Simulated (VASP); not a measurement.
**Tl: single point with PBE**

Crystal: Tl.

```
Tl
1.0
     2.88711    0.00000    0.00000
     0.00000    2.88711    0.00000
     0.00000    0.00000    2.88711
Tl
1
Direct
  0.00000 0.00000 0.00000
```

This isn't the form of Tl at room conditions, which is hcp.

```json
{
 "Program": "VASP 6.6.1",
 "Task": "single point",
 "Functional": "PBE",
 "Potentials or basis": "VASP PAW PBE potentials, release 64 (Tl_d)",
 "Cutoff": "520 eV",
 "k mesh": "12 × 12 × 12",
 "Occupations": "fermi-dirac, width 0.08 eV",
 "Spin": "no spin polarisation"
}
```

```
Pressure               : 20.1 GPa
Band gap on the k mesh : zero (an odd number of electrons rules out a gap without spin polarisation)
```

Levels at points of the mesh, in eV from the Fermi level:
| k point | band 2 | band 3 | band 4 | band 5 | band 6 | band 7 | band 8 | band 9 | band 10 | band 11 |
| --- | --- | --- | --- | --- | --- | --- | --- | --- | --- | --- |
| (0.00, 0.00, 0.00) | -13.21 | -11.65 | -11.24 | -11.24 | -11.24 | 8.11 | 8.11 | 8.11 | 12.18 | 13.72 |
| (0.50, 0.00, 0.00) | -12.43 | -11.83 | -11.83 | -11.19 | -6.42 | -4.29 | 12.08 | 12.08 | 12.37 | 13.28 |
| (0.50, 0.50, 0.00) | -12.66 | -11.74 | -11.74 | -10.67 | -2.35 | -0.96 | -0.96 | 5.22 | 15.48 | 15.48 |
| (0.50, 0.50, 0.50) | -12.63 | -12.63 | -10.63 | -10.63 | 2.16 | 2.42 | 2.42 | 2.42 | 6.94 | 9.33 |

Run time: 13 s on 1 thread of Intel Xeon 8259CL, with other jobs on the host, peak memory 0.15 GiB.

Caveat: the cell stands under pressure; spin-orbit coupling is left out, which moves the levels of the heavy elements.
